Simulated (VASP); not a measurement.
Wanted: the native input for a VASP 6.6.1 run.

| Property | Result |
| --- | --- |
| Task | single point |
| Functional | LDA |
| Potentials or basis | VASP PAW LDA potentials, release 64 (Cu) |
| Cutoff | 520 eV |
| k mesh | 18 × 18 × 18 |
| Occupations | fermi-dirac, width 0.05 eV |
| Spin | no spin polarisation |
| Dipole correction | no |
| Further INCAR settings | ALGO = Normal; EDIFF = 1e-06; NBANDS = 12 |

The structure of Cu lies in POSCAR:

```
Cu
1.0
    0.0000000000      1.5161419840      1.5161419840
    1.5161419840      0.0000000000      1.5161419840
    1.5161419840      1.5161419840      0.0000000000
Cu
1
Direct
    0.0000000000      0.0000000000      0.0000000000
```

This cell differs from its parent crystal: volume scaled by 0.64.

The input as run:

INCAR

```
PREC = Accurate
ENCUT = 520
EDIFF = 1E-6
ISMEAR = -1
SIGMA = 0.05
LREAL = F
LASPH = T
NELM = 60
ALGO = Normal
ISIF = 2
LWAVE = F
LCHARG = F
NBANDS = 12
```

KPOINTS

```
regular mesh
0
Gamma
  18 18 18
```

Potentials or basis: VASP PAW LDA potentials, release 64 (Cu).

The run is started by

```console
$ cat potpaw_LDA.64/Cu/POTCAR > POTCAR
$ mpirun -np 1 vasp_std > vasp.out
```

It gave:

The pressure is 254.5 GPa.

Run time: 7 s on 1 thread of Intel Xeon 6975P-C (shared host), peak memory 0.12 GiB.
